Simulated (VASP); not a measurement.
## Sn: relaxation of the atoms with PBE

Sn:

```xyz
2
Lattice="-2.9196 2.9196 1.5938 2.9196 -2.9196 1.5938 2.9196 2.9196 -1.5938" Properties=species:S:1:pos:R:3 pbc="T T T"
Sn    0.0000    0.0000    0.0000
Sn    0.0000    2.9196    0.7969
```

```json
{
 "Program": "VASP 6.6.1",
 "Task": "relaxation of the atoms",
 "Functional": "PBE",
 "Potentials or basis": "VASP PAW PBE potentials, release 64 (Sn_d)",
 "Cutoff": "450 eV",
 "k mesh": "10 × 10 × 10",
 "Occupations": "fermi-dirac, width 0.05 eV",
 "Spin": "no spin polarisation",
 "Dipole correction": "no",
 "Further INCAR settings": "ALGO = Normal; EDIFF = 1e-07; IBRION = 2; EDIFFG = -0.02; NSW = 80"
}
```

```yaml
Pressure_after_relaxing: 2.4 GPa
Band_gap_on_the_k_mesh: zero (bands 14 and 15 overlap by 3.88 eV)
```

Stress tensor (GPa, compression positive):
```
2.68 0.00 0.00
0.00 2.68 0.00
0.00 0.00 1.74
```

Final structure:
```yaml
crystal:
  lattice:
    - [-2.91964, 2.91964, 1.59380]
    - [2.91964, -2.91964, 1.59380]
    - [2.91964, 2.91964, -1.59380]
  atoms:
    - { symbol: Sn, position: [0.00000, 0.00000, 0.00000] }
    - { symbol: Sn, position: [0.75000, 0.25000, 0.50000] }
```

Levels at points of the mesh, in eV from the Fermi level:
```csv
k point,band 11,band 12,band 13,band 14,band 15,band 16,band 17,band 18
"(0.00, 0.00, 0.00)",-11.15,-3.64,-2.00,-2.00,2.95,6.21,6.21,6.81
"(0.50, 0.00, 0.00)",-6.96,-5.43,-2.34,-1.72,-1.18,2.22,2.82,4.66
"(0.50, 0.50, 0.00)",-8.91,-8.91,0.57,0.57,1.57,1.57,5.95,5.95
"(0.50, 0.50, 0.50)",-7.57,-7.57,-4.83,-4.83,4.97,4.97,9.38,9.38
```

Run time: 21 s on 1 thread of Intel(R) Xeon(R) 6975P-C (Granite Rapids), with other jobs on the host, peak memory 0.21 GiB.

Caveat: spin-orbit coupling is left out, which moves the levels of the heavy elements.
